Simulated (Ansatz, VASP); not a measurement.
# Two plane-wave programs on Ga

```
Ga
1.0
     1.98555   -1.98488    0.01532
     1.98555    1.98488    0.01532
    -1.79874    0.00000    4.93621
Ga
2
Direct
  0.15607 0.15607 0.27381
  0.84393 0.84393 0.72619
```

Alike in both runs: functional PBE; k mesh 20 × 20 × 12; occupations gaussian, width 0.1 eV; no spin polarisation.

Ansatz relaxed the structure, and its values are those at the end. VASP's run is a single point on that final structure, the one shown.

```csv
,VASP,Ansatz
version,VASP 6.6.1,Ansatz 0.2.0
potentials or method,"VASP PAW PBE potentials, release 64 (Ga_d), cutoff 520 eV","scalar-relativistic, plane waves, PAW"
valence electrons in the cell,26,26
```

Ansatz gave:

```
gap on the k mesh at the Fermi level (eV) : none
pressure (GPa)                            : 0.0
```

**Question.** Estimate VASP's values.

**Answer.** gap on the k mesh at the Fermi level (eV): none; pressure (GPa): 0.1.

A gap of «none» marks a metal or a gap that the smearing closes. With one functional, cell and mesh, what is left measures potentials, basis and numerics.
